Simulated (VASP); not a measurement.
Crystal: TiO.

```
CELL_PARAMETERS angstrom
4.98909 0.00000 0.00000
-2.49454 4.32068 0.00000
0.00000 0.00000 2.87331
ATOMIC_POSITIONS crystal
Ti 0.66667 0.33333 0.50000
Ti 0.33333 0.66667 0.50000
Ti 0.00000 0.00000 0.00000
O 0.60556 0.60556 0.00000
O 0.39444 0.00000 0.00000
O 0.00000 0.39444 0.00000
```

| Item | Value |
| --- | --- |
| Program | VASP 6.6.1 |
| Task | relaxation of cell and atoms |
| Functional | PBEsol |
| Potentials or basis | VASP PAW PBE potentials, release 64 (Ti_sv, O) |
| Cutoff | 600 eV |
| k mesh | 12 × 12 × 12 |
| Occupations | gaussian, width 0.1 eV |
| Spin | no spin polarisation |

At the start: pressure -5.2 GPa; volume 10.32 Å³/atom.

**Question.** How do energy, volume and symmetry change on relaxing?

**Answer.** Over 5 steps the energy falls by 4.2 meV/atom and the volume is 10.08 Å³/atom (-2.3 %); space group P-62m (No. 189, to 0.1 Å) before and after.

Step by step:
| step | energy change (eV) | largest force (eV/Å) | pressure (GPa) | volume (Å³) |
| --- | --- | --- | --- | --- |
| 1 | 0.0000 | 0.0200 | -5.22 | 61.94 |
| 2 | 0.0068 | 0.1234 | 6.64 | 58.97 |
| 3 | -0.0245 | 0.0470 | 0.07 | 60.52 |
| 4 | -0.0245 | 0.0483 | 0.14 | 60.50 |
| 5 | -0.0253 | 0.0008 | 0.10 | 60.50 |

Final structure:
```
Ti O
1.0
     4.96168    0.00000    0.00000
    -2.48084    4.29694    0.00000
     0.00000    0.00000    2.83789
Ti O
3 3
Direct
  0.66667 0.33333 0.50000
  0.33333 0.66667 0.50000
  0.00000 0.00000 0.00000
  0.60523 0.60523 0.00000
  0.39477 0.00000 0.00000
  0.00000 0.39477 0.00000
```

Caveat: the PAW data sets were made with another functional, which shifts forces and pressure a little.
